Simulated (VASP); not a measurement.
Mg, 2 atoms in the cell. The cell holds a slab with vacuum, 2 atoms: a = 3.637 Å, b = 3.637 Å, c = 11.336 Å, α = 90.00°, β = 90.00°, γ = 120.00°. 

* Program: VASP 6.6.1
* Task: single point
* Functional: LDA
* Potentials or basis: VASP PAW LDA potentials, release 64 (Mg)
* Cutoff: 520 eV
* k mesh: 7 × 7 × 2
* Occupations: fermi-dirac, width 0.15 eV
* Spin: no spin polarisation
* Dipole correction: no
* Further INCAR settings: ALGO = Normal; EDIFF = 1e-07; NBANDS = 9

Potentials or basis: VASP PAW LDA potentials, release 64 (Mg).

The run is started by

```bash
$ cat potpaw_LDA.64/Mg/POTCAR > POTCAR
$ mpirun -np 1 vasp_std > vasp.out
```

Hardware: 1 thread of Intel(R) Xeon(R) Platinum 8259CL CPU @ 2.50GHz (Skylake/Cascade Lake), on a shared host.

Q: Estimate the wall time of this run.

A: Run time: 14 s on 1 thread of Intel(R) Xeon(R) Platinum 8259CL CPU @ 2.50GHz (Skylake/Cascade Lake) (shared host), peak memory 0.19 GiB. Counts: scf iterations 14, k points 16.
